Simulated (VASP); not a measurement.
Here is a VASP 6.6.1 calculation.

File INCAR:

```
SYSTEM = ZrN
  PREC = Accurate
  ENCUT = 600
  EDIFF = 1E-6
  ISMEAR = 0
  SIGMA = 0.1
  LREAL = .FALSE.
  LASPH = .TRUE.
  NELM = 120
  ALGO = Normal
  ISIF = 2
  LWAVE = .FALSE.
  LCHARG = .FALSE.
  GGA = PE
  NBANDS = 16
  GGA_COMPAT = .FALSE.
```

Contents of KPOINTS:

```
regular mesh
0
G
  16 16 16
  0 0 0
```

Contents of POSCAR:

```
ZrN
1.0
    0.0000000000      2.2973450268      2.2973450268
    2.2973450268      0.0000000000      2.2973450268
    2.2973450268      2.2973450268      0.0000000000
Zr N
1 1
Direct
    0.5000000000      0.5000000000      0.5000000000
    0.0000000000      0.0000000000      0.0000000000
```

Potentials or basis: VASP PAW PBE potentials, release 64 (Zr_sv, N).

Command:

```bash
$ cat potpaw_PBE.64/Zr_sv/POTCAR potpaw_PBE.64/N/POTCAR > POTCAR
$ mpirun -np 1 vasp_std > vasp.out
```

**Question.** What does it give for the band gap on the k mesh?

**Answer.** Zero (an odd number of electrons rules out a gap without spin polarisation).

**Question.** Estimate the pressure.

**Answer.** 0.1 GPa.
